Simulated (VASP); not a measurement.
Here is a VASP 6.6.1 calculation.

POSCAR

```
Rh
1.0
    0.0000000000      1.8999785092      1.8999785092
    1.8999785092      0.0000000000      1.8999785092
    1.8999785092      1.8999785092      0.0000000000
Rh
1
Direct
    0.0000000000      0.0000000000      0.0000000000
```

INCAR.step1

```
SYSTEM = Rh
  PREC = Accurate
  ENCUT = 600
  ISMEAR = -1
  SIGMA = 0.05
  LREAL = .FALSE.
  LASPH = .TRUE.
  NELM = 60
  GGA = PE
  ALGO = Normal
  EDIFF = 1E-4
  LWAVE = .TRUE.
  LCHARG = .FALSE.
```

The input INCAR.step2:

```
SYSTEM = Rh
  PREC = Accurate
  ENCUT = 600
  EDIFF = 1E-6
  ISMEAR = -1
  SIGMA = 0.05
  LREAL = .FALSE.
  LASPH = .TRUE.
  NELM = 60
  ALGO = Normal
  ISIF = 3
  LWAVE = .FALSE.
  LCHARG = .FALSE.
  METAGGA = R2SCAN
  LMIXTAU = .TRUE.
  IBRION = 2
  NSW = 100
  EDIFFG = -0.002
  PSTRESS = 20.0
  ISTART = 1
```

KPOINTS

```
regular mesh
0
G
  24 24 24
  0 0 0
```

Potentials or basis: VASP PAW PBE potentials, release 64 (Rh_pv).

Command:

```sh
$ cat potpaw_PBE.64/Rh_pv/POTCAR > POTCAR
$ cp INCAR.step1 INCAR
$ mpirun -np 1 vasp_std > vasp.out
$ cp INCAR.step2 INCAR
$ mpirun -np 1 vasp_std > vasp.out
```

Problem. Estimate the relaxed cell.

Solution. a = 2.684 Å, b = 2.684 Å, c = 2.684 Å, α = 60.00°, β = 60.00°, γ = 60.00°.

Problem. Predict the space group after relaxing (to 0.05 Å).

Solution. Fm-3m (No. 225).

Problem. Estimate the relaxed volume.

Solution. 13.68 Å³/atom.

Final structure:
```cif
data_structure
_symmetry_space_group_name_H-M 'P 1'
_symmetry_Int_Tables_number 1
_cell_length_a 2.6842
_cell_length_b 2.6842
_cell_length_c 2.6842
_cell_angle_alpha 60.000
_cell_angle_beta 60.000
_cell_angle_gamma 60.000
_cell_volume 13.68
loop_
_atom_site_label
_atom_site_type_symbol
_atom_site_fract_x
_atom_site_fract_y
_atom_site_fract_z
_atom_site_occupancy
Rh1 Rh 0.00000 0.00000 0.00000 1
```

Caveat: the cell is relaxed towards a set pressure, so the enthalpy falls and the energy may rise; the PAW data sets were made with another functional, which shifts forces and pressure a little.
